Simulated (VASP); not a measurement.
# P in VASP: further runs

The runs below take P through single point, with PBE.

Everything below comes from runs of VASP 6.6.1. Logs are shortened: lines on timing, memory, paths and dates and some standing lists are left out, and cuts for length are marked.

## Step 1: The cell of the first run

It takes space group P4/mmm (No. 123, tetragonal). The conventional cell has a = 2.436 Å, b = 2.436 Å, c = 2.465 Å, α = 90.00°, β = 90.00°, γ = 90.00°. Within 3.2 Å of P (site symmetry 4/mmm) lie 6 P at 2.44 to 2.46 Å.

The cell was built from a structure type or drawn by symmetry, and may not be a known phase.

## Step 2: Single point, PBE

INCAR reads:

```
SYSTEM = P
PREC = Accurate ; ENCUT = 520
EDIFF = 1E-6 ; ISMEAR = 0
SIGMA = 0.1 ; LREAL = .FALSE.
LASPH = .TRUE. ; NELM = 80
ALGO = Normal ; ISIF = 2
LWAVE = .FALSE. ; LCHARG = .FALSE.
GGA = PE ; NBANDS = 8
```

KPOINTS reads:

```
regular mesh
0
G
  6 6 8
  0 0 0
```

POSCAR reads:

```
P
1.0
    2.4357152412      0.0000000000      0.0000000000
    0.0000000000      2.4357152412      0.0000000000
    0.0000000000      0.0000000000      2.4646725032
P
1
Direct
    0.0000000000      0.0000000000      0.0000000000
```

Potentials or basis: VASP PAW PBE potentials, release 64 (P).

On the command line:

```
$ cat potpaw_PBE.64/P/POTCAR > POTCAR
$ mpirun -np 1 vasp_std > vasp.out
```

OUTCAR:

```text
SYSTEM = P
   PREC = Accurate
   ENCUT = 520
   EDIFF = 1E-6
   ISMEAR = 0
   LREAL = .FALSE.
   LASPH = .TRUE.
   NELM = 80
   ISIF = 2
   GGA = PE

 ion  position               nearest neighbor table
   1  0.000  0.000  0.000-

  LATTYP: Found a simple tetragonal cell.
 ALAT       =     2.4357152412
 C/A-ratio  =     1.0118886073

  Lattice vectors:

 A1 = (   2.4357152412,   0.0000000000,   0.0000000000)
 A2 = (   0.0000000000,   2.4357152412,   0.0000000000)
 A3 = (   0.0000000000,   0.0000000000,   2.4646725032)

Analysis of symmetry for initial positions (statically):
=====================================================================
 Subroutine PRICEL returns:
 Original cell was already a primitive cell.

 Routine SETGRP: Setting up the symmetry group for a
 simple tetragonal supercell.

 Subroutine GETGRP returns: Found 16 space group operations
 (whereof 16 operations were pure point group operations)
 out of a pool of 16 trial point group operations.

The static configuration has the point symmetry D_4h.

Analysis of symmetry for dynamics (positions and initial velocities):
=====================================================================
 Subroutine PRICEL returns:
 Original cell was already a primitive cell.

 Routine SETGRP: Setting up the symmetry group for a
 simple tetragonal supercell.

 Subroutine GETGRP returns: Found 16 space group operations
 (whereof 16 operations were pure point group operations)
 out of a pool of 16 trial point group operations.

The dynamic configuration has the point symmetry D_4h.

 Subroutine INISYM returns: Found 16 space group operations
 (whereof 16 operations are pure point group operations),
 and found     1 'primitive' translations

----------------------------------------------------------------------------------------

                                     Primitive cell

  volume of cell :      14.6222

  direct lattice vectors                    reciprocal lattice vectors
     2.435715241  0.000000000  0.000000000     0.410557024  0.000000000  0.000000000
     0.000000000  2.435715241  0.000000000     0.000000000  0.410557024  0.000000000
     0.000000000  0.000000000  2.464672503     0.000000000  0.000000000  0.405733418

  length of vectors
     2.435715241  2.435715241  2.464672503     0.410557024  0.410557024  0.405733418

  position of ions in fractional coordinates (direct lattice)
     0.000000000  0.000000000  0.000000000

  ion indices of the primitive-cell ions
   primitive index   ion index
                 1           1

----------------------------------------------------------------------------------------

 KPOINTS: regular mesh

Automatic generation of k-mesh.
 Grid dimensions read from file:
 generate k-points for:    6    6    8

 Generating k-lattice:

  Cartesian coordinates                     Fractional coordinates (reciprocal lattice)
     0.068426171  0.000000000  0.000000000     0.166666667  0.000000000  0.000000000
     0.000000000  0.068426171  0.000000000     0.000000000  0.166666667  0.000000000
     0.000000000  0.000000000  0.050716677     0.000000000  0.000000000  0.125000000

  Length of vectors
     0.068426171  0.068426171  0.050716677

  Shift w.r.t. Gamma in fractional coordinates (k-lattice)
     0.000000000  0.000000000  0.000000000

 Subroutine IBZKPT returns following result:
 ===========================================

 Found     50 irreducible k-points:

 Following reciprocal coordinates:
            Coordinates               Weight
  0.000000  0.000000  0.000000      1.000000
  0.166667  0.000000  0.000000      4.000000
  0.333333  0.000000  0.000000      4.000000
  0.500000  0.000000  0.000000      2.000000
  0.166667  0.166667  0.000000      4.000000
  0.333333  0.166667  0.000000      8.000000
[... 16 lines left out ...]
  0.333333  0.000000  0.250000      8.000000
  0.500000  0.000000  0.250000      4.000000
 [... further k-points ...]
   k-points           NKPTS =     50   k-points in BZ     NKDIM =     50   number of bands    NBANDS=      8
   number of dos      NEDOS =    301   number of ions     NIONS =      1
   total plane-waves  NPLWV =   5832
   dimension x,y,z NGX =    18 NGY =   18 NGZ =   18
   dimension x,y,z NGXF=    36 NGYF=   36 NGZF=   36
   ions per type =               1
   NGX,Y,Z   is equivalent  to a cutoff of  12.29, 12.29, 12.14 a.u.
   NGXF,Y,Z  is equivalent  to a cutoff of  24.57, 24.57, 24.28 a.u.
 SYSTEM =  P
   PREC   = accura    normal or accurate (medium, high low for compatibility)
   ISTART =      0    job   : 0-new  1-cont  2-samecut
   ICHARG =      2    charge: 1-file 2-atom 10-const
   ISPIN  =      1    spin polarized calculation?
   LNONCOLLINEAR =      F non collinear calculations
   LSORBIT =      F    spin-orbit coupling
   LASPH  =      T    aspherical Exc in radial PAW
   ENCUT  =  520.0 eV  38.22 Ry    6.18 a.u.   4.53  4.53  4.58*2*pi/ulx,y,z
   NELM   =     80;   NELMIN=  2; NELMDL= -5     # of ELM steps
   EDIFF  = 0.1E-05   stopping-criterion for ELM
   LREAL  =      F    real-space projection
   EDIFFG = 0.1E-04   stopping-criterion for IOM
   NSW    =      0    number of steps for IOM
   IBRION =     -1    ionic relax: 0-MD 1-quasi-New 2-CG
   NFREE  =      0    steps in history (QN), initial steepest desc. (CG)
   ISIF   =      2    stress and relaxation
   ISYM   =      2    0-nonsym 1-usesym 2-fastsym
   POTIM  = 0.5000    time-step for ionic-motion
   TEBEG  =    0.0;   TEEND  =   0.0 temperature during run
   PSTRESS=    0.0 pullay stress
   NELECT =       5.0000    total number of electrons
   NUPDOWN=      -1.0000    fix difference up-down
   EMIN   =  10.00;   EMAX   =-10.00  energy-range for DOS
   EFERMI =   0.00;   METHOD = LEGACY
   ISMEAR =     0;   SIGMA  =   0.10  broadening in eV -4-tet -1-fermi 0-gaus
   EFERMI_NEDOS =   21; number of points for ismear=-14 and -15
   IALGO  =     38    algorithm
   IMIX   =      4    mixing-type and parameters
     AMIX     =   0.40;   BMIX     =  1.00
     AMIX_MAG =   1.60;   BMIX_MAG =  1.00
  volume/ion in A,a.u.               =      14.62        98.68
  Fermi-wavevector in a.u.,A,eV,Ry     =   1.144794  2.163347 17.831166  1.310554
  Thomas-Fermi vector in A             =   2.281485
   LORBIT       =      0    0 simple, 1 ext, 2 COOP (PROOUT), +10 PAW based schemes
   GGA     = PE    functional components
   LHFCALC =     F    Hartree Fock is set to
   AEXX    =    0.0000 exact exchange contribution
   IVDW    =     0    specifies the selected vdW correction
   LEPSILON=     F    determine dielectric tensor
   LRPA    =     F    only Hartree local field effects (RPA)
 non-spin polarized calculation
 Gauss-broadening in eV      SIGMA  =   0.10
  energy-cutoff  :      520.00
  volume of cell :       14.62
 maximum number of plane-waves:       409
   NGX =  9   NGY =  9   NGZ =  9

 number of electron       4.9999999 magnetization

 Free energy of the ion-electron system (eV)
  ---------------------------------------------------
  ext. energy  EPLUGINS =         0.00000000
  ---------------------------------------------------
  free energy    TOTEN  =        -5.29892160 eV

  energy without entropy =       -5.29686772  energy(sigma->0) =       -5.29789466

 E-fermi :   9.6487     XC(G=0): -11.2579

 val. band max:        9.6368480268   @ k =   0.1667   0.1667   0.1250
 cond. band min:       9.9587364874   @ k =   0.5000   0.0000   0.2500
 fundamental gap:      0.3218884606
 Fermi energy:         9.6487073959

 k-point     1 :       0.0000    0.0000    0.0000
  band No.  band energies     occupation
      1      -6.8728      2.00000
      2      14.2554      0.00000
      3      14.7455      0.00000
      4      14.7455      0.00000
      5      16.3190      0.00000
      6      16.4654      0.00000
      7      23.8292      0.00000
      8      33.8461      0.00000

 k-point     2 :       0.1667    0.0000    0.0000
  band No.  band energies     occupation
      1      -6.2378      2.00000
      2       9.3977      1.99962
      3      14.7525      0.00000
      4      15.2406      0.00000
      5      16.8523      0.00000
      6      20.6803      0.00000
      7      26.2450      0.00000
      8      30.3438      0.00000

 k-point     3 :       0.3333    0.0000    0.0000
  band No.  band energies     occupation
      1      -4.4115      2.00000
      2       4.0612      2.00000
      3      16.0793      0.00000
      4      16.5623      0.00000
      5      18.1072      0.00000
      6      23.6076      0.00000
      7      25.8038      0.00000
      8      26.2357      0.00000

 k-point     4 :       0.5000    0.0000    0.0000
  band No.  band energies     occupation
      1      -2.4974      2.00000
      2       0.9502      2.00000
      3      17.1194      0.00000
      4      17.5987      0.00000
      5      18.9657      0.00000
      6      23.6218      0.00000
      7      24.0648      0.00000
      8      26.1841      0.00000

 k-point     5 :       0.1667    0.1667    0.0000
  band No.  band energies     occupation
      1      -5.6038      2.00000
      2       9.3534      1.99997
      3      10.6860      0.00000
      4      15.2456      0.00000
      5      19.1712      0.00000
      6      24.0902      0.00000
      7      25.6204      0.00000
      8      28.6096      0.00000

 k-point     6 :       0.3333    0.1667    0.0000
  band No.  band energies     occupation
      1      -3.7792      2.00000
      2       4.6146      2.00000
      3      11.6015      0.00000
      4      16.5594      0.00000
      5      20.2055      0.00000
      6      21.9504      0.00000
      7      26.2741      0.00000
      8      27.3301      0.00000

 k-point     7 :       0.5000    0.1667    0.0000
  band No.  band energies     occupation
      1      -1.8579      2.00000
      2       1.5210      2.00000
      3      12.8065      0.00000
      4      17.5847      0.00000
      5      18.5962      0.00000
      6      22.3891      0.00000
      7      24.1163      0.00000
      8      27.9281      0.00000

 k-point     8 :       0.3333    0.3333    0.0000
  band No.  band energies     occupation
      1      -1.9543      2.00000
      2       5.6236      2.00000
      3       6.9583      2.00000
      4      15.7681      0.00000
      5      17.8340      0.00000
      6      23.4493      0.00000
      7      27.4154      0.00000
      8      27.4710      0.00000

 k-point     9 :       0.5000    0.3333    0.0000
  band No.  band energies     occupation
      1       0.0123      2.00000
      2       3.0774      2.00000
      3       7.7328      2.00000
      4      13.2157      0.00000
      5      18.8196      0.00000
      6      24.9797      0.00000
      7      25.3557      0.00000
      8      28.2274      0.00000

 k-point    10 :       0.5000    0.5000    0.0000
  band No.  band energies     occupation
      1       2.2645      2.00000
      2       4.3744      2.00000
      3       4.3744      2.00000
      4      10.6219      0.00000
      5      19.7720      0.00000
      6      26.2004      0.00000
      7      26.2004      0.00000
      8      26.6536      0.00000
[... 78 lines left out ...]
 k-point    18 :       0.3333    0.3333    0.1250
  band No.  band energies     occupation
      1      -1.6119      2.00000
      2       5.9145      2.00000
      3       7.2366      2.00000
      4      14.9248      0.00000
      5      16.3845      0.00000
      6      24.1362      0.00000
      7      24.2912      0.00000
      8      26.7098      0.00000

 k-point    19 :       0.5000    0.3333    0.1250
  band No.  band energies     occupation
      1       0.3574      2.00000
      2       3.3808      2.00000
      3       7.9977      2.00000
      4      13.5362      0.00000
      5      16.4177      0.00000
      6      21.9098      0.00000
      7      25.2696      0.00000
      8      27.8887      0.00000

 k-point    20 :       0.5000    0.5000    0.1250
  band No.  band energies     occupation
      1       2.6161      2.00000
      2       4.6676      2.00000
      3       4.6676      2.00000
      4      10.9567      0.00000
      5      17.5706      0.00000
      6      23.0283      0.00000
      7      23.0283      0.00000
      8      29.2298      0.00000

 k-point    21 :       0.0000    0.0000    0.2500
  band No.  band energies     occupation
      1      -5.5070      2.00000
      2       6.3781      2.00000
      3      15.7799      0.00000
      4      15.7799      0.00000
      5      17.4786      0.00000
      6      22.3418      0.00000
      7      28.2125      0.00000
      8      28.2258      0.00000

 k-point    22 :       0.1667    0.0000    0.2500
  band No.  band energies     occupation
      1      -4.8738      2.00000
      2       6.8824      2.00000
      3      10.7512      0.00000
      4      16.2656      0.00000
      5      20.0985      0.00000
      6      23.3671      0.00000
      7      25.9961      0.00000
      8      28.6603      0.00000

 k-point    23 :       0.3333    0.0000    0.2500
  band No.  band energies     occupation
      1      -3.0498      2.00000
      2       5.2055      2.00000
      3       8.7038      2.00000
      4      17.5580      0.00000
      5      17.9134      0.00000
      6      22.6067      0.00000
      7      27.1858      0.00000
      8      29.7670      0.00000

 k-point    24 :       0.5000    0.0000    0.2500
  band No.  band energies     occupation
      1      -1.1139      2.00000
      2       2.1575      2.00000
      3       9.9587      0.00001
      4      15.4883      0.00000
      5      18.5625      0.00000
      6      23.8521      0.00000
      7      25.0690      0.00000
      8      29.1744      0.00000

 [... further k-points ...]
[... 5 lines left out ...]
  --------------------------------------------------------------------------------------
  -------------------------------------------------------------------------------------
  Total       -0.0281969     -0.0281969     -0.0194776      0.0000000      0.0000000      0.0000000
  in kB       -3.0895859     -3.0895859     -2.1341936      0.0000000      0.0000000      0.0000000
  external PRESSURE =      -2.7711218 kB  Pullay stress =       0.0000000 kB

 VOLUME and BASIS-vectors are now :
 -----------------------------------------------------------------------------
  energy-cutoff  :      520.00
  volume of cell :       14.62
      direct lattice vectors                 reciprocal lattice vectors
     2.435715241  0.000000000  0.000000000     0.410557024  0.000000000  0.000000000
     0.000000000  2.435715241  0.000000000     0.000000000  0.410557024  0.000000000
     0.000000000  0.000000000  2.464672503     0.000000000  0.000000000  0.405733418

 POSITION                                       TOTAL-FORCE (eV/Angst)
 -----------------------------------------------------------------------------------
      0.00000      0.00000      0.00000         0.000000      0.000000      0.000000
 -----------------------------------------------------------------------------------
    total drift:                                0.000000      0.000000      0.000000

  FREE ENERGIE OF THE ION-ELECTRON SYSTEM (eV)
  ---------------------------------------------------
  free  energy   TOTEN  =        -5.2989215998 eV

  energy  without entropy=       -5.2968677185  energy(sigma->0) =       -5.29789466
```

Run time: 6.1 s. Hardware: 1 thread of Intel Xeon 8259CL, shared host; peak memory 0.11 GiB.

What came out:

```yaml
Free_energy: -5.2989 eV
Pressure: -0.3 GPa
Band_gap_on_the_k_mesh: zero (an odd number of electrons rules out a gap without spin polarisation)
```

Levels at points of the mesh, in eV from the Fermi level:
```
           k point  band 1  band 2  band 3  band 4  band 5  band 6  band 7
(0.00, 0.00, 0.00)  -16.52    4.61    5.10    5.10    6.67    6.82   14.18
(0.50, 0.00, 0.00)  -12.15   -8.70    7.47    7.95    9.32   13.97   14.42
(0.50, 0.50, 0.00)   -7.38   -5.27   -5.27    0.97   10.12   16.55   16.55
(0.00, 0.00, 0.50)  -12.37   -8.68    7.79    7.79    9.25   14.47   14.47
(0.50, 0.00, 0.50)   -7.65   -5.44   -5.22    0.95   10.43   16.83   17.00
(0.50, 0.50, 0.50)   -2.32   -2.32   -2.08   -1.77    4.52    4.69    4.69
```

Caveat: the k points lie up to 0.43 Å⁻¹ apart, too coarse for converged energies and pressures of a metal.

[end of part 1 of 2]
